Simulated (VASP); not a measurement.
# AlN (I-4m2) in VASP: a series of runs

The runs below take AlN through single point, with PBE.

All numbers are computed with VASP 6.6.1; they aren't measurements. Logs are shortened: lines on timing, memory, paths and dates and some standing lists are left out, and cuts for length are marked.

### Step 1. The cell of the first run

It takes space group I-4m2 (No. 119, tetragonal). The conventional cell has a = 3.130 Å, b = 3.130 Å, c = 4.337 Å, α = 90.00°, β = 90.00°, γ = 90.00°. Within 2.5 Å of Al (site symmetry -4m2) lie 4 N at 1.90 Å. N (site symmetry -4m2) has 4 Al at 1.90 Å within 2.5 Å.

### Step 2. Single point, PBE

Contents of INCAR:

```
SYSTEM = AlN
ALGO = Normal
EDIFF = 1E-6
ENCUT = 520
GGA = PE
ISIF = 2
ISMEAR = 0
LASPH = .True.
LCHARG = .False.
LREAL = .False.
LWAVE = .False.
NBANDS = 16
NELM = 80
PREC = Accurate
SIGMA = 0.02
```

Contents of KPOINTS:

```
k-points
0
Gamma
  8 8 6
  0 0 0
```

Contents of POSCAR:

```
AlN
1.0
    2.2133159730      2.2133159730      0.0000000000
   -2.2133159730      2.2133159730      0.0000000000
    0.0000000000      0.0000000000      4.3371265976
Al N
2 2
Direct
    0.0000000000      0.0000000000      0.0000000000
    0.5000000000      0.5000000000      0.5000000000
    0.5000000000      0.0000000000      0.2500000000
    0.0000000000      0.5000000000      0.7500000000
```

Potentials or basis: VASP PAW PBE potentials, release 64 (Al, N).

The run is started by

```
cat potpaw_PBE.64/Al/POTCAR potpaw_PBE.64/N/POTCAR > POTCAR
mpirun -np 1 vasp_std > vasp.out
```

OUTCAR:

```text
SYSTEM = AlN
   EDIFF = 1E-6
   ENCUT = 520
   GGA = PE
   ISIF = 2
   ISMEAR = 0
   LASPH = .True.
   LREAL = .False.
   NELM = 80
   PREC = Accurate

 ion  position               nearest neighbor table
   1  0.000  0.000  0.000-   3 1.90   4 1.90   4 1.90   3 1.90   2 3.10   2 3.10   2 3.10   2 3.10
                             2 3.10   2 3.10   2 3.10   2 3.10
   2  0.500  0.500  0.500-   3 1.90   4 1.90   3 1.90   4 1.90   1 3.10   1 3.10   1 3.10   1 3.10
                             1 3.10   1 3.10   1 3.10   1 3.10
   3  0.500  0.000  0.250-   1 1.90   2 1.90   2 1.90   1 1.90
   4  0.000  0.500  0.750-   1 1.90   2 1.90   1 1.90   2 1.90

  LATTYP: Found a simple tetragonal cell.
 ALAT       =     3.1301014668
 C/A-ratio  =     1.3856185314

  Lattice vectors:

 A1 = (   2.2133159730,   2.2133159730,   0.0000000000)
 A2 = (  -2.2133159730,   2.2133159730,   0.0000000000)
 A3 = (   0.0000000000,   0.0000000000,   4.3371265976)

Analysis of symmetry for initial positions (statically):
=====================================================================
 Subroutine PRICEL returns following result:

  LATTYP: Found a body centered tetragonal cell.
 ALAT       =     3.1301014668
 C/A-ratio  =     1.3856185314

  Lattice vectors:

 A1 = (   0.0000000000,  -2.2133159730,  -2.1685632988)
 A2 = (   0.0000000000,   2.2133159730,  -2.1685632988)
 A3 = (   2.2133159730,   0.0000000000,   2.1685632988)

   2 primitive cells build up your supercell.

 Routine SETGRP: Setting up the symmetry group for a
 simple tetragonal supercell.

 Subroutine GETGRP returns: Found  8 space group operations
 (whereof  8 operations were pure point group operations)
 out of a pool of 16 trial point group operations.

The static configuration has the point symmetry D_2d.

Analysis of symmetry for dynamics (positions and initial velocities):
=====================================================================
 Subroutine PRICEL returns following result:

  LATTYP: Found a body centered tetragonal cell.
 ALAT       =     3.1301014668
 C/A-ratio  =     1.3856185314

  Lattice vectors:

 A1 = (   0.0000000000,  -2.2133159730,  -2.1685632988)
 A2 = (   0.0000000000,   2.2133159730,  -2.1685632988)
 A3 = (   2.2133159730,   0.0000000000,   2.1685632988)

   2 primitive cells build up your supercell.

 Routine SETGRP: Setting up the symmetry group for a
 simple tetragonal supercell.

 Subroutine GETGRP returns: Found  8 space group operations
 (whereof  8 operations were pure point group operations)
 out of a pool of 16 trial point group operations.

The dynamic configuration has the point symmetry D_2d.

 Subroutine INISYM returns: Found  8 space group operations
 (whereof  8 operations are pure point group operations),
 and found     2 'primitive' translations

----------------------------------------------------------------------------------------

                                     Primitive cell

  volume of cell :      21.2466

  direct lattice vectors                    reciprocal lattice vectors
     0.000000000 -2.213315973 -2.168563299     0.225905386 -0.225905386 -0.230567399
     0.000000000  2.213315973 -2.168563299     0.225905386  0.225905386 -0.230567399
     2.213315973  0.000000000  2.168563299     0.451810773  0.000000000  0.000000000

  length of vectors
     3.098618140  3.098618140  3.098618140     0.393989610  0.393989610  0.451810773

  position of ions in fractional coordinates (direct lattice)
     0.000000000  0.000000000  0.000000000
     0.750000000  0.250000000  0.500000000

  ion indices of the primitive-cell ions
   primitive index   ion index
                 1           1
                 2           3

----------------------------------------------------------------------------------------

 KPOINTS: k-points

Automatic generation of k-mesh.
 Grid dimensions read from file:
 generate k-points for:    8    8    6

 Generating k-lattice:

  Cartesian coordinates                     Fractional coordinates (reciprocal lattice)
     0.028238173  0.028238173  0.000000000     0.125000000  0.000000000  0.000000000
    -0.028238173  0.028238173  0.000000000     0.000000000  0.125000000  0.000000000
     0.000000000  0.000000000  0.038427900     0.000000000  0.000000000  0.166666667

  Length of vectors
     0.039934808  0.039934808  0.038427900

  Shift w.r.t. Gamma in fractional coordinates (k-lattice)
     0.000000000  0.000000000  0.000000000

 Subroutine IBZKPT returns following result:
 ===========================================

 Found     60 irreducible k-points:

 Following reciprocal coordinates:
            Coordinates               Weight
  0.000000  0.000000  0.000000      1.000000
  0.125000  0.000000  0.000000      4.000000
  0.250000  0.000000  0.000000      4.000000
  0.375000  0.000000  0.000000      4.000000
  0.500000  0.000000  0.000000      2.000000
  0.125000  0.125000  0.000000      4.000000
[... 16 lines left out ...]
[... 29 lines left out ...]
   POTIM  = 0.5000    time-step for ionic-motion
   TEBEG  =    0.0;   TEEND  =   0.0 temperature during run
   PSTRESS=    0.0 pullay stress
   NELECT =      16.0000    total number of electrons
   NUPDOWN=      -1.0000    fix difference up-down
   EMIN   =  10.00;   EMAX   =-10.00  energy-range for DOS
   EFERMI =   0.00;   METHOD = LEGACY
   ISMEAR =     0;   SIGMA  =   0.02  broadening in eV -4-tet -1-fermi 0-gaus
   EFERMI_NEDOS =   21; number of points for ismear=-14 and -15
   IALGO  =     38    algorithm
   IMIX   =      4    mixing-type and parameters
     AMIX     =   0.40;   BMIX     =  1.00
     AMIX_MAG =   1.60;   BMIX_MAG =  1.00
  volume/ion in A,a.u.               =      10.62        71.69
  Fermi-wavevector in a.u.,A,eV,Ry     =   1.182157  2.233953 19.014078  1.397495
  Thomas-Fermi vector in A             =   2.318417
   LORBIT       =      0    0 simple, 1 ext, 2 COOP (PROOUT), +10 PAW based schemes
   GGA     = PE    functional components
   LHFCALC =     F    Hartree Fock is set to
   AEXX    =    0.0000 exact exchange contribution
   IVDW    =     0    specifies the selected vdW correction
   LEPSILON=     F    determine dielectric tensor
   LRPA    =     F    only Hartree local field effects (RPA)
 non-spin polarized calculation
 Gauss-broadening in eV      SIGMA  =   0.02
  energy-cutoff  :      520.00
  volume of cell :       42.49
 maximum number of plane-waves:      1168
 NGX is ok and might be reduce to    24
   NGX = 11   NGY = 11   NGZ = 17

 number of electron      15.9999999 magnetization

 Free energy of the ion-electron system (eV)
  ---------------------------------------------------
  ext. energy  EPLUGINS =         0.00000000
  ---------------------------------------------------
  free energy    TOTEN  =       -29.68980327 eV

  energy without entropy =      -29.68980327  energy(sigma->0) =      -29.68980327

 E-fermi :   5.9469     XC(G=0): -10.8488

 val. band max:        5.8424379681   @ k =   0.0000   0.0000   0.0000
 cond. band min:       9.0383356320   @ k =   0.0000   0.0000   0.0000
 fundamental gap:      3.1958976639
 Fermi energy:         5.9468768146

 k-point     1 :       0.0000    0.0000    0.0000
  band No.  band energies     occupation
      1      -9.0807      2.00000
      2      -6.4166      2.00000
      3       1.0740      2.00000
      4       3.9252      2.00000
      5       3.9252      2.00000
      6       5.7609      2.00000
[... 8 lines left out ...]
     15      19.7173      0.00000
     16      21.1686      0.00000

 k-point     2 :       0.1250    0.0000    0.0000
  band No.  band energies     occupation
      1      -8.9338      2.00000
      2      -6.4126      2.00000
      3       1.2382      2.00000
      4       3.2781      2.00000
      5       4.0303      2.00000
      6       4.9966      2.00000
[... 8 lines left out ...]
     15      19.4657      0.00000
     16      20.7038      0.00000

 k-point     3 :       0.2500    0.0000    0.0000
  band No.  band energies     occupation
      1      -8.5144      2.00000
      2      -6.4613      2.00000
      3       1.6818      2.00000
      4       2.1992      2.00000
      5       3.5874      2.00000
      6       4.3247      2.00000
[... 8 lines left out ...]
     15      18.8457      0.00000
     16      19.6600      0.00000
[... 362 lines left out ...]
 k-point    23 :       0.3750    0.1250    0.1667
  band No.  band energies     occupation
      1      -7.6909      2.00000
      2      -6.7039      2.00000
      3       1.0000      2.00000
      4       1.8058      2.00000
      5       3.2293      2.00000
      6       4.4479      2.00000
[... 8 lines left out ...]
     15      18.4217      0.00000
     16      18.5369      0.00000

 k-point    24 :       0.5000    0.1250    0.1667
  band No.  band energies     occupation
      1      -7.1030      2.00000
      2      -7.1030      2.00000
      3       1.0748      2.00000
      4       1.0748      2.00000
      5       3.9750      2.00000
      6       3.9750      2.00000
[... 8 lines left out ...]
     15      18.2705      0.00000
     16      18.2705      0.00000

 [... further k-points ...]
[... 5 lines left out ...]
  --------------------------------------------------------------------------------------
  -------------------------------------------------------------------------------------
  Total       -0.0707690     -0.0707690      0.6039496      0.0000000      0.0000000      0.0000000
  in kB       -2.6682993     -2.6682993     22.7715385      0.0000000      0.0000000      0.0000000
  external PRESSURE =       5.8116467 kB  Pullay stress =       0.0000000 kB

 VOLUME and BASIS-vectors are now :
 -----------------------------------------------------------------------------
  energy-cutoff  :      520.00
  volume of cell :       42.49
      direct lattice vectors                 reciprocal lattice vectors
     2.213315973  2.213315973  0.000000000     0.225905386  0.225905386  0.000000000
    -2.213315973  2.213315973  0.000000000    -0.225905386  0.225905386  0.000000000
     0.000000000  0.000000000  4.337126598     0.000000000  0.000000000  0.230567399

 POSITION                                       TOTAL-FORCE (eV/Angst)
 -----------------------------------------------------------------------------------
      0.00000      0.00000      0.00000         0.000000     -0.000000      0.000000
      0.00000      2.21332      2.16856         0.000000      0.000000      0.000000
      1.10666      1.10666      1.08428         0.000000     -0.000000      0.000000
     -1.10666      1.10666      3.25284        -0.000000     -0.000000     -0.000000
 -----------------------------------------------------------------------------------
    total drift:                               -0.000000      0.000000     -0.000000

  FREE ENERGIE OF THE ION-ELECTRON SYSTEM (eV)
  ---------------------------------------------------
  free  energy   TOTEN  =       -29.6898032696 eV

  energy  without entropy=      -29.6898032696  energy(sigma->0) =      -29.68980327
```

Wall time 41 s (1 thread of Intel Xeon 6975P-C, shared host); peak memory 0.16 GiB.

What came out:

| Property | Result |
| --- | --- |
| Free energy | -29.6898 eV |
| Pressure | 0.6 GPa |
| Band gap on the k mesh | 3.20 eV |

A k mesh can miss the band edges.

### Step 3. Single point, PBE (uniaxial strain along c: -3.0 %)

Contents of INCAR:

```
ALGO     = Normal         # electronic algorithm
EDIFF    = 1E-6           # SCF threshold, eV
ENCUT    = 520            # plane-wave cutoff, eV
GGA      = PE             # functional
ISIF     = 2              # what is computed and relaxed
ISMEAR   = 0              # smearing method
LASPH    = True           # aspherical terms in the spheres
LCHARG   = False          # write CHGCAR
LREAL    = False          # projectors in reciprocal space
LWAVE    = False          # write WAVECAR
NBANDS   = 16             # bands
NELM     = 100            # most SCF steps
PREC     = Accurate       # precision mode
SIGMA    = 0.02           # smearing width, eV
```

Contents of KPOINTS:

```
k-points
0
Gamma
  8 8 6
```

Contents of POSCAR:

```
AlN
1.0
    2.2180990087      2.2180990087      0.0000000000
   -2.2180990087      2.2180990087      0.0000000000
    0.0000000000      0.0000000000      4.2710789844
Al N
2 2
Direct
    0.0000000000      0.0000000000      0.0000000000
    0.5000000000      0.5000000000      0.5000000000
    0.5000000000      0.0000000000      0.2500000000
    0.0000000000      0.5000000000      0.7500000000
```

Potentials or basis: VASP PAW PBE potentials, release 64 (Al, N).

The run is started by

```
cat potpaw_PBE.64/Al/POTCAR potpaw_PBE.64/N/POTCAR > POTCAR
mpirun -np 1 vasp_std > vasp.out
```

Run time: 44 s. Hardware: 1 thread of Intel Xeon 6975P-C, shared host; peak memory 0.16 GiB.

Results (log left out):

* Free energy: -29.6741 eV
* Pressure: 2.7 GPa
* Band gap on the k mesh: 3.11 eV

Stress tensor (GPa, compression positive):
```
1.24 0.00 0.00
0.00 1.24 0.00
0.00 0.00 5.65
```

Levels at points of the mesh, in eV from the valence-band top:
| k point | band 4 | band 5 | band 6 | band 7 | band 8 | band 9 | band 10 | band 11 | band 12 | band 13 |
| --- | --- | --- | --- | --- | --- | --- | --- | --- | --- | --- |
| (0.00, 0.00, 0.00) | -2.07 | -2.07 | -0.15 | -0.15 | 0.00 | 3.11 | 4.01 | 8.07 | 12.35 | 12.40 |
| (0.50, 0.00, 0.00) | -4.36 | -2.41 | -2.41 | -0.79 | -0.79 | 7.54 | 7.54 | 8.85 | 8.85 | 11.85 |
| (0.50, 0.50, 0.00) | -5.10 | -1.76 | -1.76 | -1.75 | -1.75 | 3.28 | 3.28 | 8.66 | 8.66 | 13.50 |
| (0.00, 0.00, 0.50) | -2.90 | -1.21 | -1.21 | -1.21 | -1.21 | 5.94 | 5.94 | 9.81 | 9.81 | 11.91 |
| (0.50, 0.00, 0.50) | -5.92 | -0.73 | -0.73 | -0.43 | -0.43 | 7.15 | 7.15 | 9.71 | 9.71 | 10.65 |
| (0.50, 0.50, 0.50) | -3.91 | -3.53 | -3.53 | -2.80 | -2.80 | 6.19 | 6.19 | 11.30 | 11.30 | 11.96 |

Caveat: the cell differs from its parent crystal (uniaxial strain along c: -3.0 %).

### Step 4. Single point, PBE (uniaxial strain along c: +1.5 %, then relaxed in part)

Contents of INCAR:

```
PREC     = Accurate       # precision mode
ENCUT    = 520            # plane-wave cutoff, eV
EDIFF    = 1E-6           # SCF threshold, eV
ISMEAR   = 0              # smearing method
SIGMA    = 0.02           # smearing width, eV
LREAL    = F              # projectors in reciprocal space
LASPH    = T              # aspherical terms in the spheres
NELM     = 80             # most SCF steps
ALGO     = Normal         # electronic algorithm
ISIF     = 2              # what is computed and relaxed
LWAVE    = F              # write WAVECAR
LCHARG   = F              # write CHGCAR
GGA      = PE             # functional
NBANDS   = 16             # bands
```

Contents of KPOINTS:

```
Automatic mesh
0
Gamma
  8 8 6
```

Contents of POSCAR:

```
AlN
1.0
    2.1905656436      2.1905656436      0.0000000000
   -2.1905656436      2.1905656436      0.0000000000
    0.0000000000      0.0000000000      4.4692218239
Al N
2 2
Direct
    0.0000000000      0.0000000000      0.0000000000
    0.5000000000      0.5000000000      0.5000000000
    0.5000000000      0.0000000000      0.2500000000
    0.0000000000      0.5000000000      0.7500000000
```

The run is started by

```
cat potpaw_PBE.64/Al/POTCAR potpaw_PBE.64/N/POTCAR > POTCAR
mpirun -np 1 vasp_std > vasp.out
```

Wall time 48 s (1 thread of Intel Xeon 6975P-C, shared host); peak memory 0.17 GiB.

Results (log left out):

```
Free energy            : -29.6890 eV
Pressure               : -1.2 GPa
Band gap on the k mesh : 3.24 eV
```

Stress tensor (GPa, compression positive):
```
-0.27  0.00  0.00
 0.00 -0.27  0.00
 0.00  0.00 -3.11
```

Levels at points of the mesh, in eV from the valence-band top:
| k point | band 4 | band 5 | band 6 | band 7 | band 8 | band 9 | band 10 | band 11 | band 12 | band 13 |
| --- | --- | --- | --- | --- | --- | --- | --- | --- | --- | --- |
| (0.00, 0.00, 0.00) | -1.67 | -1.67 | -0.09 | 0.00 | 0.00 | 3.33 | 3.91 | 8.61 | 12.24 | 12.24 |
| (0.50, 0.00, 0.00) | -4.36 | -2.54 | -2.54 | -0.46 | -0.46 | 7.72 | 7.72 | 9.07 | 9.07 | 11.12 |
| (0.50, 0.50, 0.00) | -4.78 | -1.83 | -1.83 | -1.82 | -1.82 | 3.24 | 3.24 | 8.31 | 8.31 | 13.65 |
| (0.00, 0.00, 0.50) | -2.95 | -0.92 | -0.92 | -0.92 | -0.92 | 5.74 | 5.74 | 10.11 | 10.11 | 10.98 |
| (0.50, 0.00, 0.50) | -5.76 | -0.59 | -0.59 | -0.43 | -0.43 | 7.07 | 7.07 | 9.64 | 9.64 | 10.78 |
| (0.50, 0.50, 0.50) | -3.75 | -3.35 | -3.35 | -2.66 | -2.66 | 5.82 | 5.82 | 11.18 | 11.18 | 11.36 |

Caveat: the cell differs from its parent crystal (uniaxial strain along c: +1.5 %, then relaxed in part). A k mesh can miss the band edges.

### Step 5. Single point, PBE (uniaxial strain along c: +1.5 %)

Contents of INCAR:

```
SYSTEM = AlN
  PREC = Accurate
  ENCUT = 520
  EDIFF = 1E-7
  ISMEAR = 0
  SIGMA = 0.02
  LREAL = .False.
  LASPH = .True.
  NELM = 100
  ALGO = Normal
  ISIF = 2
  LWAVE = .False.
  LCHARG = .False.
  GGA = PE
  NBANDS = 16
```

Contents of KPOINTS:

```
Automatic mesh
0
Gamma
  8 8 6
  0 0 0
```

POSCAR: that of step 4 with these lines changed.

```diff
@@ -2,4 +2,4 @@
 1.0
-    2.1905656436      2.1905656436      0.0000000000
-   -2.1905656436      2.1905656436      0.0000000000
+    2.1933311537      2.1933311537      0.0000000000
+   -2.1933311537      2.1933311537      0.0000000000
     0.0000000000      0.0000000000      4.4692218239
```

The run is started by

```
cat potpaw_PBE.64/Al/POTCAR potpaw_PBE.64/N/POTCAR > POTCAR
mpirun -np 1 vasp_std > vasp.out
```

Run time: 58 s. Hardware: 1 thread of Intel Xeon 6975P-C, shared host; peak memory 0.17 GiB.

The run converged. Its results:

```
Free energy            : -29.6887 eV
Pressure               : -1.7 GPa
Band gap on the k mesh : 3.25 eV
```

Stress tensor (GPa, compression positive):
```
-0.81  0.00  0.00
 0.00 -0.81  0.00
 0.00  0.00 -3.46
```

Levels at points of the mesh, in eV from the valence-band top:
```csv
k point,band 5,band 6,band 7,band 8,band 9,band 10,band 11,band 12
"(0.00, 0.00, 0.00)",-1.67,-0.08,0.00,0.00,3.33,3.89,8.59,12.22
"(0.50, 0.00, 0.00)",-2.53,-2.53,-0.46,-0.46,7.71,7.71,9.04,9.04
"(0.50, 0.50, 0.00)",-1.82,-1.82,-1.81,-1.81,3.25,3.25,8.30,8.30
"(0.00, 0.00, 0.50)",-0.92,-0.92,-0.92,-0.92,5.73,5.73,10.08,10.08
"(0.50, 0.00, 0.50)",-0.58,-0.58,-0.43,-0.43,7.05,7.05,9.62,9.62
"(0.50, 0.50, 0.50)",-3.34,-3.34,-2.65,-2.65,5.83,5.83,11.17,11.17
```

Caveat: the cell differs from its parent crystal (uniaxial strain along c: +1.5 %).

### Step 6. The runs side by side

```tsv
cell	gap on the mesh (eV)	pressure (GPa)
a = 3.130, b = 3.130, c = 4.337 Å, 4 atoms	3.20	0.6
a = 3.137, b = 3.137, c = 4.271 Å, 4 atoms	3.11	2.7
a = 3.098, b = 3.098, c = 4.469 Å, 4 atoms	3.24	-1.2
a = 3.102, b = 3.102, c = 4.469 Å, 4 atoms	3.25	-1.7
```

Alike in all rows: task single point; level PBE; potentials or basis VASP PAW PBE potentials, release 64 (Al, N); no spin polarisation; k mesh 8 × 8 × 6; cutoff (eV) 520; smearing gaussian 0.02 eV.

Absolute energies hang on the potentials; compare differences alone.
